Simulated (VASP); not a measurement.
# BN (P6_3mc) in VASP: notebook, part 2 of 3

VASP 6.6.1. Earlier steps stand in the parts before.

## (3) Relaxation of shape and atoms at fixed volume, PBE (volume scaled by 0.88)

Input file INCAR:

```
SYSTEM = BN
PREC = Accurate
ENCUT = 600
EDIFF = 1E-7
ISMEAR = 0
SIGMA = 0.02
LREAL = .FALSE.
LASPH = .TRUE.
NELM = 60
ALGO = Normal
ISIF = 4
LWAVE = .FALSE.
LCHARG = .FALSE.
GGA = PE
IBRION = 2
NSW = 50
EDIFFG = -0.01
```

Input file KPOINTS:

```
Automatic mesh
0
G
  12 12 6
  0 0 0
```

Input file POSCAR:

```
BN
1.0
    2.4473194239      0.0000000000      0.0000000000
   -1.2236597120      2.1194407922      0.0000000000
    0.0000000000      0.0000000000      4.0505800083
B N
2 2
Direct
    0.6666666667      0.3333333333      0.9994784089
    0.3333333333      0.6666666667      0.4994784089
    0.6666666667      0.3333333333      0.6255215911
    0.3333333333      0.6666666667      0.1255215911
```

Potentials or basis: VASP PAW PBE potentials, release 64 (B, N).

On the command line:

```
$ cat potpaw_PBE.64/B/POTCAR potpaw_PBE.64/N/POTCAR > POTCAR
$ mpirun -np 1 vasp_std > vasp.out
```

Run time: 16 s. Hardware: 1 thread of Intel Xeon 6975P-C (Granite Rapids), shared host; peak memory 0.14 GiB.

Results (log left out):

| Property | Result |
| --- | --- |
| Free energy | -34.3422 eV |
| Energy gained by relaxing | 0.0 meV/atom |
| Ionic steps | 3 |
| Pressure after relaxing | 60.3 GPa |
| Band gap on the k mesh | 4.90 eV, indirect (least direct gap 8.81 eV) |

Stress tensor (GPa, compression positive):
```
60.23  0.00  0.00
 0.00 60.23  0.00
 0.00  0.00 60.52
```

Final structure:
```
B N
1.0
     2.44721    0.00000    0.00000
    -1.22360    2.11934    0.00000
     0.00000    0.00000    4.05095
B N
2 2
Cartesian
  1.2236 0.7064 4.0483
  0.0000 1.4129 2.0228
  1.2236 0.7064 2.5345
  0.0000 1.4129 0.5091
```

Levels at points of the mesh, in eV from the valence-band top:
```csv
k point,band 6,band 7,band 8,band 9,band 10,band 11
"(0.00, 0.00, 0.00)",-0.38,0.00,0.00,8.83,8.83,9.24
"(0.50, 0.00, 0.00)",-5.62,-5.08,-2.37,7.13,8.28,11.16
"(0.00, 0.00, 0.50)",-1.33,-1.33,-1.33,10.55,10.55,10.56
"(0.50, 0.00, 0.50)",-4.26,-4.03,-4.03,6.99,6.99,10.84
```

 A k mesh can miss the band edges.

## (4) Relaxation of shape and atoms at fixed volume, PBE (volume scaled by 0.91)

Input file INCAR:

```
SYSTEM = BN
PREC = Accurate ; ENCUT = 600
EDIFF = 1E-6 ; ISMEAR = 0
SIGMA = 0.02 ; LREAL = .FALSE.
LASPH = .TRUE. ; NELM = 100
ALGO = Normal ; ISIF = 4
LWAVE = .FALSE. ; LCHARG = .FALSE.
GGA = PE ; IBRION = 2
NSW = 50 ; EDIFFG = -0.01
```

Input file KPOINTS:

```
regular mesh
0
G
  12 12 6
  0 0 0
```

Input file POSCAR:

```
BN
1.0
    2.4751883827      0.0000000000      0.0000000000
   -1.2375941914      2.1435760185      0.0000000000
    0.0000000000      0.0000000000      4.0948757948
B N
2 2
Direct
    0.6666666667      0.3333333333      0.9995673820
    0.3333333333      0.6666666667      0.4995673820
    0.6666666667      0.3333333333      0.6254326180
    0.3333333333      0.6666666667      0.1254326180
```

Potentials or basis: VASP PAW PBE potentials, release 64 (B, N).

On the command line:

```
$ cat potpaw_PBE.64/B/POTCAR potpaw_PBE.64/N/POTCAR > POTCAR
$ mpirun -np 1 vasp_std > vasp.out
```

OUTCAR:

```text
SYSTEM = BN
   PREC = Accurate
   ENCUT = 600
   EDIFF = 1E-6
   ISMEAR = 0
   LREAL = .FALSE.
   LASPH = .TRUE.
   NELM = 100
   ISIF = 4
   GGA = PE
   IBRION = 2
   NSW = 50
   EDIFFG = -0.01

 ion  position               nearest neighbor table
   1  0.667  0.333  1.000-   4 1.52   4 1.52   4 1.52   3 1.53
   2  0.333  0.667  0.500-   3 1.52   3 1.52   3 1.52   4 1.53
   3  0.667  0.333  0.625-   2 1.52   2 1.52   2 1.52   1 1.53
   4  0.333  0.667  0.125-   1 1.52   1 1.52   1 1.52   2 1.53

  LATTYP: Found a hexagonal cell.
 ALAT       =     2.4751883827
 C/A-ratio  =     1.6543693496

  Lattice vectors:

 A1 = (   2.4751883827,   0.0000000000,   0.0000000000)
 A2 = (  -1.2375941914,   2.1435760185,   0.0000000000)
 A3 = (   0.0000000000,   0.0000000000,   4.0948757948)

Analysis of symmetry for initial positions (statically):
=====================================================================
 Subroutine PRICEL returns:
 Original cell was already a primitive cell.

 Routine SETGRP: Setting up the symmetry group for a
 hexagonal supercell.

 Subroutine GETGRP returns: Found 12 space group operations
 (whereof  6 operations were pure point group operations)
 out of a pool of 24 trial point group operations.

The static configuration has the point symmetry C_3v.
 The point group associated with its full space group is C_6v.

Analysis of symmetry for dynamics (positions and initial velocities):
=====================================================================
 Subroutine PRICEL returns:
 Original cell was already a primitive cell.

 Routine SETGRP: Setting up the symmetry group for a
 hexagonal supercell.

 Subroutine GETGRP returns: Found 12 space group operations
 (whereof  6 operations were pure point group operations)
 out of a pool of 24 trial point group operations.

The dynamic configuration has the point symmetry C_3v.
 The point group associated with its full space group is C_6v.

 Subroutine INISYM returns: Found 12 space group operations
 (whereof  6 operations are pure point group operations),
 and found     1 'primitive' translations

----------------------------------------------------------------------------------------

                                     Primitive cell

  volume of cell :      21.7264

  direct lattice vectors                    reciprocal lattice vectors
     2.475188383  0.000000000  0.000000000     0.404009653  0.233255082  0.000000000
    -1.237594191  2.143576019  0.000000000     0.000000000  0.466510164  0.000000000
     0.000000000  0.000000000  4.094875795     0.000000000  0.000000000  0.244207651

  length of vectors
     2.475188383  2.475188383  4.094875795     0.466510164  0.466510164  0.244207651

  position of ions in fractional coordinates (direct lattice)
     0.666666667  0.333333333  0.999567382
     0.333333333  0.666666667  0.499567382
     0.666666667  0.333333333  0.625432618
     0.333333333  0.666666667  0.125432618

  ion indices of the primitive-cell ions
[... 60 lines left out ...]
   number of dos      NEDOS =    301   number of ions     NIONS =      4
   total plane-waves  NPLWV =  14400
   dimension x,y,z NGX =    20 NGY =   20 NGZ =   36
   dimension x,y,z NGXF=    40 NGYF=   40 NGZF=   72
   ions per type =               2   2
   NGX,Y,Z   is equivalent  to a cutoff of  13.43, 13.43, 14.62 a.u.
   NGXF,Y,Z  is equivalent  to a cutoff of  26.87, 26.87, 29.23 a.u.
 SYSTEM =  BN
   PREC   = accura    normal or accurate (medium, high low for compatibility)
   ISTART =      0    job   : 0-new  1-cont  2-samecut
   ICHARG =      2    charge: 1-file 2-atom 10-const
   ISPIN  =      1    spin polarized calculation?
   LNONCOLLINEAR =      F non collinear calculations
   LSORBIT =      F    spin-orbit coupling
   LASPH  =      T    aspherical Exc in radial PAW
   ENCUT  =  600.0 eV  44.10 Ry    6.64 a.u.   4.94  4.94  8.18*2*pi/ulx,y,z
   NELM   =    100;   NELMIN=  2; NELMDL= -5     # of ELM steps
   EDIFF  = 0.1E-05   stopping-criterion for ELM
   LREAL  =      F    real-space projection
   EDIFFG = -.1E-01   stopping-criterion for IOM
   NSW    =     50    number of steps for IOM
   IBRION =      2    ionic relax: 0-MD 1-quasi-New 2-CG
   NFREE  =      1    steps in history (QN), initial steepest desc. (CG)
   ISIF   =      4    stress and relaxation
   ISYM   =      2    0-nonsym 1-usesym 2-fastsym
   POTIM  = 0.5000    time-step for ionic-motion
   TEBEG  =    0.0;   TEEND  =   0.0 temperature during run
   PSTRESS=    0.0 pullay stress
   NELECT =      16.0000    total number of electrons
   NUPDOWN=      -1.0000    fix difference up-down
   EMIN   =  10.00;   EMAX   =-10.00  energy-range for DOS
   EFERMI =   0.00;   METHOD = LEGACY
   ISMEAR =     0;   SIGMA  =   0.02  broadening in eV -4-tet -1-fermi 0-gaus
   EFERMI_NEDOS =   21; number of points for ismear=-14 and -15
   IALGO  =     38    algorithm
   IMIX   =      4    mixing-type and parameters
     AMIX     =   0.40;   BMIX     =  1.00
     AMIX_MAG =   1.60;   BMIX_MAG =  1.00
  volume/ion in A,a.u.               =       5.43        36.65
  Fermi-wavevector in a.u.,A,eV,Ry     =   1.478378  2.793730 29.736919  2.185602
  Thomas-Fermi vector in A             =   2.592667
   LORBIT       =      0    0 simple, 1 ext, 2 COOP (PROOUT), +10 PAW based schemes
   GGA     = PE    functional components
   LHFCALC =     F    Hartree Fock is set to
   AEXX    =    0.0000 exact exchange contribution
   IVDW    =     0    specifies the selected vdW correction
   LEPSILON=     F    determine dielectric tensor
   LRPA    =     F    only Hartree local field effects (RPA)
 conjugate gradient relaxation of ions
 non-spin polarized calculation
 Gauss-broadening in eV      SIGMA  =   0.02
  energy-cutoff  :      600.00
  volume of cell :       21.73
 maximum number of plane-waves:       756
 NGX is ok and might be reduce to    20
   NGX =  9   NGY =  9   NGZ = 17

--------------------------------------- Ionic step        1  -------------------------------------------

 number of electron      15.9999998 magnetization

 Free energy of the ion-electron system (eV)
  ---------------------------------------------------
  ext. energy  EPLUGINS =         0.00000000
  ---------------------------------------------------
  free energy    TOTEN  =       -34.57226907 eV

  energy without entropy =      -34.57226907  energy(sigma->0) =      -34.57226907

------------------------ aborting loop because EDIFF is reached ----------------------------------------

  FORCE on cell =-STRESS in cart. coord.  units (eV):
  Direction    XX          YY          ZZ          XY          YZ          ZX
  --------------------------------------------------------------------------------------
  -------------------------------------------------------------------------------------
  Total        5.6631143      5.6631143      5.7107534     -0.0000000      0.0000000      0.0000000
  in kB      417.6168626    417.6168626    421.1299322     -0.0000000      0.0000000      0.0000000
  external PRESSURE =     418.7878858 kB  Pullay stress =       0.0000000 kB
[... 63 lines left out ...]
--------------------------------------- Ionic step        3  -------------------------------------------

 number of electron      15.9999998 magnetization

 Free energy of the ion-electron system (eV)
  ---------------------------------------------------
  ext. energy  EPLUGINS =         0.00000000
  ---------------------------------------------------
  free energy    TOTEN  =       -34.57229696 eV

  energy without entropy =      -34.57229696  energy(sigma->0) =      -34.57229696

 E-fermi :   8.8088     XC(G=0): -13.2317

 val. band max:        8.6634789557   @ k =   0.0000   0.0000   0.0000
 cond. band min:      13.6560428056   @ k =   0.3333   0.3333   0.0000
 fundamental gap:      4.9925638499
 Fermi energy:         8.8088353899

 k-point     1 :       0.0000    0.0000    0.0000
  band No.  band energies     occupation
      1     -12.7652      2.00000
      2      -8.2126      2.00000
      3      -3.1083      2.00000
      4       6.3460      2.00000
      5       6.3460      2.00000
      6       8.3152      2.00000
      7       8.6635      2.00000
      8       8.6635      2.00000
      9      17.3638      0.00000
     10      17.3638      0.00000
     11      17.7346      0.00000
     12      19.2487      0.00000
[... 331 lines left out ...]
 k-point    24 :       0.3333   -0.0000    0.1667
  band No.  band energies     occupation
      1     -10.1318      2.00000
      2      -7.0808      2.00000
      3      -0.8125      2.00000
      4       0.7393      2.00000
      5       2.3370      2.00000
      6       3.9771      2.00000
      7       5.9035      2.00000
      8       6.5886      2.00000
      9      15.8713      0.00000
     10      17.3451      0.00000
     11      20.0753      0.00000
     12      20.3358      0.00000

 [... further k-points ...]
[... 5 lines left out ...]
  --------------------------------------------------------------------------------------
  -------------------------------------------------------------------------------------
  Total        5.6678737      5.6678737      5.6952734     -0.0000000      0.0000000      0.0000000
  in kB      417.9678414    417.9678413    419.9883850     -0.0000000      0.0000000      0.0000000
  external PRESSURE =     418.6413559 kB  Pullay stress =       0.0000000 kB
[... 19 lines left out ...]
  FREE ENERGIE OF THE ION-ELECTRON SYSTEM (eV)
  ---------------------------------------------------
  free  energy   TOTEN  =       -34.5722969643 eV

  energy  without entropy=      -34.5722969643  energy(sigma->0) =      -34.57229696

 reached required accuracy - stopping structural energy minimisation
```

OSZICAR:

```text
N       E                     dE             d eps       ncg     rms          rms(c)
DAV:   1     0.630573549580E+02    0.63057E+02   -0.96558E+03  1824   0.147E+03
DAV:   2    -0.339336993859E+02   -0.96991E+02   -0.91030E+02  2564   0.324E+02
DAV:   3    -0.367920067588E+02   -0.28583E+01   -0.28471E+01  2428   0.549E+01
[... 15 lines left out ...]
   2 F= -.34572238E+02 E0= -.34572238E+02  d E =0.309148E-04
       N       E                     dE             d eps       ncg     rms          rms(c)
DAV:   1    -0.345722951176E+02   -0.56992E-04   -0.47601E-03  2032   0.674E-01    0.140E-02
DAV:   2    -0.345722981780E+02   -0.30604E-05   -0.54572E-05  2308   0.797E-02    0.880E-03
DAV:   3    -0.345722969146E+02    0.12634E-05   -0.20272E-06  1936   0.157E-02    0.176E-03
DAV:   4    -0.345722969643E+02   -0.49710E-07   -0.48973E-07  1216   0.673E-03
   3 F= -.34572297E+02 E0= -.34572297E+02  d E =-.278901E-04
```

CONTCAR:

```text
BN
   1.00000000000000
     2.4749954455006429   -0.0000000000016051    0.0000000000000000
    -1.2374977228017074    2.1434089299809198    0.0000000000000000
     0.0000000000000000    0.0000000000000000    4.0955142482342479
  B               N
     2     2
Direct
     0.6666666667000030    0.3333333332999970    0.9994482224953039
     0.3333333332999970    0.6666666667000030    0.4994482224953040
     0.6666666667000030    0.3333333332999970    0.6255517775046961
     0.3333333332999970    0.6666666667000030    0.1255517775046961

  0.00000000E+00  0.00000000E+00  0.00000000E+00
  0.00000000E+00  0.00000000E+00  0.00000000E+00
  0.00000000E+00  0.00000000E+00  0.00000000E+00
  0.00000000E+00  0.00000000E+00  0.00000000E+00
```

Wall time 15 s (1 thread of Intel Xeon 6975P-C (Granite Rapids), shared host); peak memory 0.14 GiB.

Results:

| Property | Result |
| --- | --- |
| Free energy | -34.5723 eV |
| Energy gained by relaxing | 0.0 meV/atom |
| Ionic steps | 3 |
| Pressure after relaxing | 41.9 GPa |
| Band gap on the k mesh | 4.99 eV, indirect (least direct gap 8.66 eV) |

Forces on the atoms (eV/Å):
```
B    0.000  0.000  0.002
B    0.000  0.000  0.002
N    0.000  0.000 -0.002
N    0.000  0.000 -0.002
```

Stress tensor (GPa, compression positive):
```
41.80  0.00  0.00
 0.00 41.80  0.00
 0.00  0.00 42.00
```

Final structure:
```
CELL_PARAMETERS angstrom
2.47500 0.00000 0.00000
-1.23750 2.14341 0.00000
0.00000 0.00000 4.09551
ATOMIC_POSITIONS crystal
B 0.66667 0.33333 0.99945
B 0.33333 0.66667 0.49945
N 0.66667 0.33333 0.62555
N 0.33333 0.66667 0.12555
```

Levels at points of the mesh, in eV from the valence-band top:
| k point | band 4 | band 5 | band 6 | band 7 | band 8 | band 9 | band 10 | band 11 | band 12 |
| --- | --- | --- | --- | --- | --- | --- | --- | --- | --- |
| (0.00, 0.00, 0.00) | -2.32 | -2.32 | -0.35 | 0.00 | 0.00 | 8.70 | 8.70 | 9.07 | 10.59 |
| (0.50, 0.00, 0.00) | -8.32 | -7.43 | -5.43 | -4.89 | -2.29 | 7.01 | 8.19 | 11.00 | 12.22 |
| (0.00, 0.00, 0.50) | -6.12 | -1.29 | -1.29 | -1.29 | -1.29 | 10.27 | 10.27 | 10.37 | 10.37 |
| (0.50, 0.00, 0.50) | -10.76 | -4.11 | -4.11 | -3.89 | -3.89 | 6.88 | 6.88 | 10.61 | 10.61 |

 A k mesh can miss the band edges.

[end of part 2 of 3]
